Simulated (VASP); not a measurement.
# Nb4N in VASP: notebook

Runs on Nb4N. Level: PBE. Tasks: single point.

Program: VASP 6.6.1. These are calculated values, not measurements. Logs are shortened: lines on timing, memory, paths and dates and some standing lists are left out, and cuts for length are marked.

**1. The cell of the first run**

The cell holds a slab with vacuum, 5 atoms: a = 3.311 Å, b = 3.311 Å, c = 21.799 Å, α = 90.00°, β = 90.00°, γ = 90.00°.

**2. Single point, PBE, collinear spin, ferromagnetic start**

INCAR reads:

```
SYSTEM = Nb4N
PREC     = Accurate       ! precision mode
ENCUT    = 520            ! plane-wave cutoff, eV
EDIFF    = 1E-6           ! SCF threshold, eV
ISMEAR   = 0              ! smearing method
SIGMA    = 0.1            ! smearing width, eV
LREAL    = .False.        ! projectors in reciprocal space
LASPH    = .True.         ! aspherical terms in the spheres
NELM     = 150            ! most SCF steps
ALGO     = Normal         ! electronic algorithm
ISIF     = 2              ! what is computed and relaxed
LWAVE    = .False.        ! write WAVECAR
LCHARG   = .False.        ! write CHGCAR
ISPIN    = 2              ! spin polarisation
MAGMOM   = 0 0 0 0 3      ! initial moments
LORBIT   = 11             ! projections on sites
LMAXMIX  = 4              ! l up to which the mixer works
LDIPOL   = .True.       
IDIPOL   = 3            
DIPOL    = 0.5 0.5 0.354
GGA      = PE             ! functional
NBANDS   = 40             ! bands
```

KPOINTS reads:

```
regular mesh
0
Gamma
  8 8 1
  0 0 0
```

POSCAR reads:

```
Nb4N
1.0
    3.3111160015      0.0000000000      0.0000000000
    0.0000000000      3.3111160015      0.0000000000
    0.0000000000      0.0000000000     21.7993006655
Nb N
4 1
Direct
    0.5000000000      0.5000000000      0.1834921249
    0.0000000000      0.0000000000      0.2594375887
    0.5000000000      0.5000000000      0.3336918596
    0.0000000000      0.0000000000      0.4036505941
    0.5000000000      0.5000000000      0.5921887525
```

Potentials or basis: VASP PAW PBE potentials, release 64 (Nb_sv, N).

Command:

```console
> cat potpaw_PBE.64/Nb_sv/POTCAR potpaw_PBE.64/N/POTCAR > POTCAR
> mpirun -np 1 vasp_std > vasp.out
```

OUTCAR:

```text
SYSTEM = Nb4N
   PREC = Accurate
   ENCUT = 520
   EDIFF = 1E-6
   ISMEAR = 0
   LREAL = .False.
   LASPH = .True.
   NELM = 150
   ISIF = 2
   ISPIN = 2
   LORBIT = 11
   GGA = PE

 ion  position               nearest neighbor table
   1  0.500  0.500  0.183-   2 2.87   2 2.87   2 2.87   2 2.87
   2  0.000  0.000  0.259-   3 2.85   3 2.85   3 2.85   3 2.85   1 2.87   1 2.87   1 2.87   1 2.87

   3  0.500  0.500  0.334-   4 2.79   4 2.79   4 2.79   4 2.79   2 2.85   2 2.85   2 2.85   2 2.85

   4  0.000  0.000  0.404-   3 2.79   3 2.79   3 2.79   3 2.79
   5  0.500  0.500  0.592-

  LATTYP: Found a simple tetragonal cell.
 ALAT       =     3.3111160015
 C/A-ratio  =     6.5836716852

  Lattice vectors:

 A1 = (   3.3111160015,   0.0000000000,   0.0000000000)
 A2 = (   0.0000000000,   3.3111160015,   0.0000000000)
 A3 = (   0.0000000000,   0.0000000000,  21.7993006655)

Analysis of symmetry for initial positions (statically):
=====================================================================
 Subroutine PRICEL returns:
 Original cell was already a primitive cell.

 Routine SETGRP: Setting up the symmetry group for a
 simple tetragonal supercell.

 Subroutine GETGRP returns: Found  8 space group operations
 (whereof  8 operations were pure point group operations)
 out of a pool of 16 trial point group operations.

The static configuration has the point symmetry C_4v.

Analysis of symmetry for dynamics (positions and initial velocities):
=====================================================================
 Subroutine PRICEL returns:
 Original cell was already a primitive cell.

 Routine SETGRP: Setting up the symmetry group for a
 simple tetragonal supercell.

 Subroutine GETGRP returns: Found  8 space group operations
 (whereof  8 operations were pure point group operations)
 out of a pool of 16 trial point group operations.

The dynamic configuration has the point symmetry C_4v.

Analysis of structural, dynamic, and magnetic symmetry:
=====================================================================
 Subroutine PRICEL returns:
 Original cell was already a primitive cell.

 Routine SETGRP: Setting up the symmetry group for a
 simple tetragonal supercell.

 Subroutine GETGRP returns: Found  8 space group operations
 (whereof  8 operations were pure point group operations)
 out of a pool of 16 trial point group operations.

The overall configuration has the point symmetry C_4v.

 Subroutine INISYM returns: Found  8 space group operations
 (whereof  8 operations are pure point group operations),
 and found     1 'primitive' translations

----------------------------------------------------------------------------------------

                                     Primitive cell

  volume of cell :     238.9964

  direct lattice vectors                    reciprocal lattice vectors
     3.311116001  0.000000000  0.000000000     0.302012977  0.000000000  0.000000000
     0.000000000  3.311116001  0.000000000     0.000000000  0.302012977  0.000000000
     0.000000000  0.000000000 21.799300665     0.000000000  0.000000000  0.045873031

  length of vectors
     3.311116001  3.311116001 21.799300665     0.302012977  0.302012977  0.045873031

  position of ions in fractional coordinates (direct lattice)
     0.500000000  0.500000000  0.183492125
     0.000000000  0.000000000  0.259437589
     0.500000000  0.500000000  0.333691860
     0.000000000  0.000000000  0.403650594
     0.500000000  0.500000000  0.592188753

  ion indices of the primitive-cell ions
   primitive index   ion index
                 1           1
                 2           2
                 3           3
                 4           4
                 5           5

----------------------------------------------------------------------------------------

 KPOINTS: regular mesh

Automatic generation of k-mesh.
 Grid dimensions read from file:
[... 33 lines left out ...]
  0.500000  0.250000  0.000000      4.000000
  0.375000  0.375000  0.000000      4.000000
  0.500000  0.375000  0.000000      4.000000
  0.500000  0.500000  0.000000      1.000000
   k-points           NKPTS =     15   k-points in BZ     NKDIM =     15   number of bands    NBANDS=     40
   number of dos      NEDOS =    301   number of ions     NIONS =      5
   total plane-waves  NPLWV = 127008
   dimension x,y,z NGX =    28 NGY =   28 NGZ =  162
   dimension x,y,z NGXF=    56 NGYF=   56 NGZF=  324
   ions per type =               4   1
   NGX,Y,Z   is equivalent  to a cutoff of  14.06, 14.06, 12.35 a.u.
   NGXF,Y,Z  is equivalent  to a cutoff of  28.12, 28.12, 24.71 a.u.
 SYSTEM =  Nb4N
   PREC   = accura    normal or accurate (medium, high low for compatibility)
   ISTART =      0    job   : 0-new  1-cont  2-samecut
   ICHARG =      2    charge: 1-file 2-atom 10-const
   ISPIN  =      2    spin polarized calculation?
   LNONCOLLINEAR =      F non collinear calculations
   LSORBIT =      F    spin-orbit coupling
[... 19 lines left out ...]
   EFERMI_NEDOS =   21; number of points for ismear=-14 and -15
   IALGO  =     38    algorithm
   IMIX   =      4    mixing-type and parameters
     AMIX     =   0.40;   BMIX     =  1.00
     AMIX_MAG =   1.60;   BMIX_MAG =  1.00
  volume/ion in A,a.u.               =      47.80       322.57
  Fermi-wavevector in a.u.,A,eV,Ry     =   1.015241  1.918528 14.023731  1.030715
  Thomas-Fermi vector in A             =   2.148516
   LORBIT       =     11    0 simple, 1 ext, 2 COOP (PROOUT), +10 PAW based schemes
   GGA     = PE    functional components
   LHFCALC =     F    Hartree Fock is set to
   AEXX    =    0.0000 exact exchange contribution
   IVDW    =     0    specifies the selected vdW correction
   LEPSILON=     F    determine dielectric tensor
   LRPA    =     F    only Hartree local field effects (RPA)
 spin polarized calculation
 Gauss-broadening in eV      SIGMA  =   0.10
  energy-cutoff  :      520.00
  volume of cell :      239.00
 maximum number of plane-waves:      6480
 NGX is ok and might be reduce to    28
   NGX = 13   NGY = 13   NGZ = 81

 dipolmoment           0.000000      0.000000     -0.290474 electrons x Angstroem

 number of electron      57.0000002 magnetization       3.0423360

 dipolmoment           0.000000      0.000000      0.100616 electrons x Angstroem

 Free energy of the ion-electron system (eV)
  ---------------------------------------------------
  ext. energy  EPLUGINS =         0.00000000
  ---------------------------------------------------
  free energy    TOTEN  =       -40.50242711 eV

  energy without entropy =      -40.46058192  energy(sigma->0) =      -40.48150452

 E-fermi :   0.8445     XC(G=0):  -5.5481

 val. band max:        0.8398705895   @ k =   0.5000   0.1250   0.0000
 cond. band min:       0.8569634602   @ k =   0.5000   0.0000   0.0000
 fundamental gap:      0.0170928707
 Fermi energy:         0.8445027731

 spin component 1

 k-point     1 :       0.0000    0.0000    0.0000
  band No.  band energies     occupation
      1     -54.3453      1.00000
      2     -54.2333      1.00000
      3     -53.7069      1.00000
      4     -53.4412      1.00000
      5     -30.5082      1.00000
      6     -30.3948      1.00000
[... 634 lines left out ...]
     39       4.1627      0.00000
     40       4.1989      0.00000
 Fermi energy:         0.8445027731

 spin component 2

 k-point     1 :       0.0000    0.0000    0.0000
  band No.  band energies     occupation
      1     -54.2825      1.00000
      2     -54.2429      1.00000
      3     -53.6997      1.00000
      4     -53.4365      1.00000
      5     -30.4576      1.00000
      6     -30.4013      1.00000
[... 634 lines left out ...]
     39       4.1759      0.00000
     40       4.2006      0.00000

------------------------ aborting loop because EDIFF is reached ----------------------------------------

 vacuum level on the upper side and lower side of the slab       (xc-potential included)         0.811        -0.807

  FORCE on cell =-STRESS in cart. coord.  units (eV):
  Direction    XX          YY          ZZ          XY          YZ          ZX
  --------------------------------------------------------------------------------------
  -------------------------------------------------------------------------------------
  Total       -3.7823485     -3.7823485     -1.7683591      0.0000000      0.0000000      0.0000000
  in kB      -25.3560015    -25.3560015    -11.8546760      0.0000000      0.0000000      0.0000000
  external PRESSURE =     -20.8555597 kB  Pullay stress =       0.0000000 kB

 VOLUME and BASIS-vectors are now :
 -----------------------------------------------------------------------------
  energy-cutoff  :      520.00
  volume of cell :      239.00
      direct lattice vectors                 reciprocal lattice vectors
     3.311116001  0.000000000  0.000000000     0.302012977  0.000000000  0.000000000
     0.000000000  3.311116001  0.000000000     0.000000000  0.302012977  0.000000000
     0.000000000  0.000000000 21.799300665     0.000000000  0.000000000  0.045873031

 POSITION                                       TOTAL-FORCE (eV/Angst)
 -----------------------------------------------------------------------------------
      1.65556      1.65556      4.00000         0.000000     -0.000000      0.728644
      0.00000      0.00000      5.65556        -0.000000     -0.000000     -0.779514
      1.65556      1.65556      7.27425         0.000000     -0.000000      0.150575
      0.00000      0.00000      8.79930         0.000000     -0.000000      0.004224
      1.65556      1.65556     12.90930         0.000000      0.000000     -0.103929
 -----------------------------------------------------------------------------------
    total drift:                                0.000000      0.000000      0.000312

  FREE ENERGIE OF THE ION-ELECTRON SYSTEM (eV)
  ---------------------------------------------------
  free  energy   TOTEN  =       -40.5024271106 eV

  energy  without entropy=      -40.4605819201  energy(sigma->0) =      -40.48150452

 vacuum level on the upper side and lower side of the slab         6.215         4.545

 total charge

# of ion       s       p       d       tot
------------------------------------------
    1        2.212   5.944   2.422  10.579
    2        2.220   6.015   2.449  10.684
    3        2.226   6.011   2.511  10.748
    4        2.222   5.948   2.461  10.631
    5        1.360   1.922   0.000   3.282
--------------------------------------------------
tot         10.241  25.840   9.843  45.923

 magnetization (x)

# of ion       s       p       d       tot
------------------------------------------
    1        0.002   0.001   0.093   0.097
    2        0.000   0.001   0.009   0.010
    3       -0.000   0.001   0.006   0.007
    4       -0.000  -0.001  -0.014  -0.015
    5        0.041   1.864   0.000   1.905
--------------------------------------------------
tot          0.043   1.866   0.095   2.004
```

Run time: 28 min. Hardware: 1 thread of Oxide Virtual Turin-like, shared host; peak memory 0.53 GiB.

What came out:

```
Free energy                                           : -40.5024 eV
Largest force                                         : 0.780 eV/Å
Net moment                                            : 3.04 μB per cell
Site moments                                          : Nb +0.10, +0.01, -0.01 (each value once); N +1.91 μB
Valence electrons inside the program's atomic spheres : Nb 10.58, 10.68, 10.75, 10.63; N 3.28
```

Forces on the atoms (eV/Å):
```
Nb   0.000  0.000  0.729
Nb   0.000  0.000 -0.780
Nb   0.000  0.000  0.151
Nb   0.000  0.000  0.004
N    0.000  0.000 -0.104
```

**3. Single point, PBE, collinear spin, ferromagnetic start**

INCAR reads:

```
PREC = Accurate
ENCUT = 520
EDIFF = 1E-7
ISMEAR = 0
SIGMA = 0.1
LREAL = False
LASPH = True
NELM = 150
ALGO = Normal
ISIF = 2
LWAVE = False
LCHARG = True
ISPIN = 2
MAGMOM = 0 0 0 0 3
LORBIT = 11
LMAXMIX = 4
LDIPOL = True
IDIPOL = 3
DIPOL = 0.5 0.5 0.320
GGA = PE
LELF = True
LVHAR = True
LVACPOTAV = True
NBANDS = 40
```

KPOINTS reads:

```
Automatic mesh
0
Gamma
  8 8 1
```

Changes to POSCAR since step 2:

```diff
@@ -12,2 +12,2 @@
     0.0000000000      0.0000000000      0.4036505941
-    0.5000000000      0.5000000000      0.5921887525
+    0.5000000000      0.5000000000      0.4215410763
```

Potentials or basis: VASP PAW PBE potentials, release 64 (Nb_sv, N).

Command:

```console
> cat potpaw_PBE.64/Nb_sv/POTCAR potpaw_PBE.64/N/POTCAR > POTCAR
> mpirun -np 1 vasp_std > vasp.out
```

Run time: 22 min. Hardware: 1 thread of Oxide Virtual Turin-like, shared host; peak memory 0.52 GiB.

It converged, with:

| Quantity | Value |
| --- | --- |
| Free energy | -47.7089 eV |
| Largest force | 5.547 eV/Å |
| Net moment | 0.00 μB per cell |
| Valence electrons inside the program's atomic spheres | Nb 10.58, 10.69, 10.89, 10.57; N 3.66 |

Forces on the atoms (eV/Å):
```
Nb   0.000  0.000  1.287
Nb   0.000  0.000 -1.683
Nb   0.000  0.000 -5.547
Nb   0.000  0.000  3.631
N    0.000  0.000  2.311
```

Levels at points of the mesh, in eV from the Fermi level:
Spin up:
| k point | band 25 | band 26 | band 27 | band 28 | band 29 | band 30 | band 31 | band 32 | band 33 | band 34 |
| --- | --- | --- | --- | --- | --- | --- | --- | --- | --- | --- |
| (0.00, 0.00, 0.00) | -2.48 | -0.37 | -0.15 | 0.09 | 0.09 | 0.16 | 0.38 | 0.38 | 1.01 | 1.13 |
| (0.50, 0.00, 0.00) | -1.26 | -0.84 | -0.37 | 0.04 | 0.05 | 0.94 | 1.41 | 1.42 | 2.35 | 2.45 |
| (0.50, 0.50, 0.00) | -1.75 | -1.58 | -1.58 | -0.16 | -0.16 | 1.65 | 1.94 | 2.25 | 2.51 | 2.51 |
Spin down:
| k point | band 27 | band 28 | band 29 | band 30 | band 31 | band 32 |
| --- | --- | --- | --- | --- | --- | --- |
| (0.00, 0.00, 0.00) | -0.15 | 0.09 | 0.09 | 0.16 | 0.38 | 0.38 |
| (0.50, 0.00, 0.00) | -0.37 | 0.04 | 0.05 | 0.94 | 1.41 | 1.42 |
| (0.50, 0.50, 0.00) | -1.58 | -0.16 | -0.16 | 1.65 | 1.94 | 2.25 |

**4. Single point, PBE, collinear spin, ferromagnetic start**

INCAR reads:

```
SYSTEM = Nb4N
  ALGO = Fast
  DIPOL = 0.5 0.5 0.354
  EDIFF = 1E-6
  ENCUT = 520
  GGA = PE
  IDIPOL = 3
  ISIF = 2
  ISMEAR = 0
  ISPIN = 2
  LASPH = .True.
  LCHARG = .False.
  LDIPOL = .True.
  LMAXMIX = 4
  LORBIT = 11
  LREAL = .False.
  LWAVE = .False.
  MAGMOM = 0 0 0 0 3
  NBANDS = 40
  NELM = 150
  PREC = Accurate
  SIGMA = 0.1
```

KPOINTS reads:

```
k-points
0
Gamma
  8 8 1
  0 0 0
```

Changes to POSCAR since step 3:

```diff
@@ -12,2 +12,2 @@
     0.0000000000      0.0000000000      0.4036505941
-    0.5000000000      0.5000000000      0.4215410763
+    0.0000000000      0.0000000000      0.5921887525
```

Command:

```console
> cat potpaw_PBE.64/Nb_sv/POTCAR potpaw_PBE.64/N/POTCAR > POTCAR
> mpirun -np 1 vasp_std > vasp.out
```

It took 37 min on 1 thread of Oxide Virtual Turin-like, shared host; peak memory 0.57 GiB.

It converged, with:

| Property | Result |
| --- | --- |
| Free energy | -40.5196 eV |
| Largest force | 0.773 eV/Å |
| Net moment | 2.70 μB per cell |
| Site moments | Nb -0.05, +0.01, -0.11 (each value once); N +1.90 μB |
| Valence electrons inside the program's atomic spheres | Nb 10.58, 10.68, 10.75, 10.63; N 3.28 |

Forces in eV/Å, atoms in the order of the input:
```
Nb   0.000  0.000  0.719
Nb   0.000  0.000 -0.773
Nb   0.000  0.000  0.126
Nb   0.000  0.000  0.074
N    0.000  0.000 -0.146
```

Levels at points of the mesh, in eV from the Fermi level:
Spin up:
| k point | band 26 | band 27 | band 28 | band 29 | band 30 | band 31 | band 32 | band 33 | band 34 | band 35 |
| --- | --- | --- | --- | --- | --- | --- | --- | --- | --- | --- |
| (0.00, 0.00, 0.00) | -2.40 | -0.23 | 0.04 | 0.11 | 0.11 | 0.19 | 0.35 | 0.35 | 0.72 | 1.29 |
| (0.50, 0.00, 0.00) | -1.51 | -1.22 | -1.21 | -0.01 | 0.03 | 0.06 | 0.13 | 0.99 | 1.32 | 2.26 |
| (0.50, 0.50, 0.00) | -1.75 | -1.52 | -1.52 | -0.42 | -0.42 | 1.92 | 1.92 | 2.10 | 2.24 | 3.00 |
Spin down:
| k point | band 23 | band 24 | band 25 | band 26 | band 27 | band 28 | band 29 | band 30 | band 31 | band 32 |
| --- | --- | --- | --- | --- | --- | --- | --- | --- | --- | --- |
| (0.00, 0.00, 0.00) | -2.42 | -0.25 | -0.20 | 0.08 | 0.11 | 0.11 | 0.17 | 0.30 | 0.30 | 1.23 |
| (0.50, 0.00, 0.00) | -1.53 | -1.27 | -1.25 | -0.09 | -0.06 | -0.02 | 0.00 | 0.23 | 0.77 | 1.11 |
| (0.50, 0.50, 0.00) | -1.80 | -1.56 | -1.56 | -0.46 | -0.46 | 0.60 | 0.60 | 1.26 | 1.87 | 1.87 |

**5. Single point, PBE, collinear spin, ferromagnetic start**

INCAR reads:

```
SYSTEM = Nb4N
ALGO = Normal
DIPOL = 0.5 0.5 0.325
EDIFF = 1E-6
ENCUT = 520
GGA = PE
IDIPOL = 3
ISIF = 2
ISMEAR = 0
ISPIN = 2
LASPH = .True.
LCHARG = .False.
LDIPOL = .True.
LMAXMIX = 4
LORBIT = 11
LREAL = .False.
LWAVE = .False.
MAGMOM = 0 0 0 0 3
NBANDS = 40
NELM = 150
PREC = Accurate
SIGMA = 0.1
```

KPOINTS is that of step 4.

Changes to POSCAR since step 4:

```diff
@@ -12,2 +12,2 @@
     0.0000000000      0.0000000000      0.4036505941
-    0.0000000000      0.0000000000      0.5921887525
+    0.5000000000      0.5000000000      0.4458537829
```

Command:

```console
> cat potpaw_PBE.64/Nb_sv/POTCAR potpaw_PBE.64/N/POTCAR > POTCAR
> mpirun -np 1 vasp_std > vasp.out
```

It took 27 min on 1 thread of Oxide Virtual Turin-like, shared host; peak memory 0.51 GiB.

The run converged. Its results:

| Quantity | Value |
| --- | --- |
| Free energy | -46.8877 eV |
| Largest force | 5.568 eV/Å |
| Net moment | 0.00 μB per cell |
| Valence electrons inside the program's atomic spheres | Nb 10.58, 10.69, 10.74, 10.47; N 3.46 |

Forces on the atoms (eV/Å):
```
Nb   0.000  0.000  1.034
Nb   0.000  0.000 -1.126
Nb   0.000  0.000 -1.529
Nb   0.000  0.000  5.568
N    0.000  0.000 -3.947
```

Levels at points of the mesh, in eV from the Fermi level:
Spin up:
| k point | band 25 | band 26 | band 27 | band 28 | band 29 | band 30 | band 31 | band 32 | band 33 | band 34 |
| --- | --- | --- | --- | --- | --- | --- | --- | --- | --- | --- |
| (0.00, 0.00, 0.00) | -1.38 | -0.24 | 0.10 | 0.13 | 0.19 | 0.19 | 0.44 | 0.44 | 1.22 | 1.94 |
| (0.50, 0.00, 0.00) | -1.18 | -0.89 | -0.44 | -0.06 | 0.03 | 0.15 | 1.31 | 1.37 | 1.78 | 2.41 |
| (0.50, 0.50, 0.00) | -1.74 | -1.47 | -1.47 | -0.02 | -0.02 | 2.16 | 2.29 | 2.46 | 2.46 | 2.47 |
Spin down:
| k point | band 25 | band 26 | band 27 | band 28 | band 29 | band 30 | band 31 | band 32 | band 33 | band 34 |
| --- | --- | --- | --- | --- | --- | --- | --- | --- | --- | --- |
| (0.00, 0.00, 0.00) | -1.38 | -0.24 | 0.10 | 0.13 | 0.19 | 0.19 | 0.44 | 0.44 | 1.22 | 1.94 |
| (0.50, 0.00, 0.00) | -1.18 | -0.89 | -0.44 | -0.06 | 0.03 | 0.15 | 1.31 | 1.37 | 1.78 | 2.41 |
| (0.50, 0.50, 0.00) | -1.74 | -1.47 | -1.47 | -0.02 | -0.02 | 2.16 | 2.29 | 2.46 | 2.46 | 2.47 |

**6. The runs side by side**

```tsv
cell	gap on the mesh (eV)	moment (μB)	largest force (eV/Å)
as given, atomic positions A	none	3.04	0.78
as given, atomic positions B	none	0.00	5.55
as given, atomic positions C	none	2.70	0.77
as given, atomic positions D	none	0.00	5.57
```

Alike in all rows: task single point; level PBE; potentials or basis VASP PAW PBE potentials, release 64 (Nb_sv, N); spin collinear, ferromagnetic start; k mesh 8 × 8 × 1; cutoff (eV) 520; smearing gaussian 0.1 eV.

Total energies depend on the potentials used, so only differences within one code and one set of settings carry meaning.

The gap in the log of VASP goes by the Fermi energy; the results here count the filled bands.